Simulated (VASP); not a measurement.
Here is a VASP 6.6.1 calculation.

Contents of INCAR:

```
SYSTEM = Ho3F2
ALGO     = Normal         ! electronic algorithm
EDIFF    = 1E-6           ! SCF threshold, eV
ENCUT    = 600            ! plane-wave cutoff, eV
GGA      = PE             ! functional
GGA_COMPAT= .FALSE.      
ISIF     = 2              ! what is computed and relaxed
ISMEAR   = 0              ! smearing method
LASPH    = .TRUE.         ! aspherical terms in the spheres
LCHARG   = .FALSE.        ! write CHGCAR
LMAXMIX  = 6              ! l up to which the mixer works
LREAL    = .FALSE.        ! projectors in reciprocal space
LWAVE    = .FALSE.        ! write WAVECAR
NBANDS   = 28             ! bands
NELM     = 200            ! most SCF steps
PREC     = Accurate       ! precision mode
SIGMA    = 0.1            ! smearing width, eV
```

KPOINTS

```
k-points
0
G
  4 4 4
  0 0 0
```

POSCAR

```
Ho3F2
1.0
    4.9395735760      0.0000000000      0.0000000000
    0.0000000000      4.5847004946      0.0000000000
    0.0000000000      0.0000000000      6.0331763656
Ho F
3 2
Direct
    0.0000000000      0.0000000000      0.5000000000
    0.5000000000      0.0000000000      0.0000000000
    0.0000000000      0.0000000000      0.0000000000
    0.5000000000      0.5000000000      0.5000000000
    0.5000000000      0.0000000000      0.5000000000
```

Potentials or basis: VASP PAW PBE potentials, release 64 (Ho_3, F), 4f in core.

Launch:

```console
$ cat potpaw_PBE.64/Ho_3/POTCAR potpaw_PBE.64/F/POTCAR > POTCAR
$ mpirun -np 1 vasp_std > vasp.out
```

**Question.** Estimate the pressure.

**Answer.** 0.5 GPa.

**Question.** Estimate the band gap on the k mesh.

**Answer.** Zero (an odd number of electrons rules out a gap without spin polarisation).

Stress tensor (GPa, compression positive):
```
 1.75  0.00  0.00
 0.00 -0.30  0.00
 0.00  0.00 -0.03
```

Caveat: spin-orbit coupling is left out, which moves the levels of the heavy elements; the 4f electrons are frozen in the core, so they carry no moment and show no levels; an odd number of electrons without spin polarisation forces a metal; a magnetic or distorted state may lie lower; the run has no spin polarisation, though such a crystal can be magnetic. With open d or f shells a metallic result of PBE can be an artefact of self-interaction; +U or a hybrid may open a gap.
